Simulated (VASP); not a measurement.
**Ta3N: single point with PBE**

Crystal: Ta3N.

```
Ta N
1.0
     3.11243    0.00000    0.00000
    -1.55621    2.53843    0.00000
     0.00000    0.00000    7.55759
Ta N
3 1
Direct
  0.00000 0.00000 0.50000
  0.33333 0.66667 0.17360
  0.66667 0.33333 0.82640
  0.00000 0.00000 0.00000
```

This cell differs from its parent crystal: strain +0.0300 x Voigt [1, -1, 0, 0, 0, 0].

* Program: VASP 6.6.1
* Task: single point
* Functional: PBE
* Potentials or basis: VASP PAW PBE potentials, release 64 (Ta_pv, N)
* Cutoff: 520 eV
* k mesh: 18 × 18 × 6
* Occupations: gaussian, width 0.15 eV
* Spin: no spin polarisation

The pressure is 0.8 GPa, the largest force is 0.287 eV/Å and the band gap on the k mesh is zero (bands 19 and 20 overlap by 0.95 eV).

Forces on the atoms (eV/Å):
```
Ta   0.000  0.000  0.000
Ta   0.000  0.249  0.142
Ta   0.000 -0.249 -0.142
N    0.000  0.000  0.000
```

Stress tensor (GPa, compression positive):
```
-3.28  0.00  0.00
 0.00  5.15 -0.58
 0.00 -0.58  0.65
```

Levels at points of the mesh, in eV from the Fermi level:
```
           k point  band 15  band 16  band 17  band 18  band 19  band 20  band 21  band 22  band 23  band 24
(0.00, 0.00, 0.00)    -3.57    -1.41    -0.95    -0.40    -0.12     0.12     0.86     0.89     1.50     2.07
(0.50, 0.00, 0.00)    -3.75    -3.11    -1.24    -0.59     0.07     0.76     1.02     3.43     4.07     4.28
(0.00, 0.50, 0.00)    -3.68    -3.04    -0.90    -0.30     0.28     0.35     1.23     3.53     3.80     4.39
(0.00, 0.00, 0.50)    -3.79    -1.27    -1.16    -0.78     0.10     0.34     0.98     1.10     1.23     1.64
(0.50, 0.00, 0.50)    -3.69    -2.89    -1.38    -1.28     0.12     0.76     1.54     2.61     3.98     4.60
(0.00, 0.50, 0.50)    -3.54    -2.85    -1.15    -1.10     0.32     0.97     1.18     2.12     4.56     4.67
```

It took 8.6 min on 1 thread of Intel(R) Xeon(R) Platinum 8488C (Sapphire Rapids), on a shared host, peak memory 0.72 GiB.

Caveat: the cell differs from its parent crystal (strain +0.0300 x Voigt [1, -1, 0, 0, 0, 0]); the stress differs along the axes, from -3 to 5 GPa; spin-orbit coupling is left out, which moves the levels of the heavy elements.
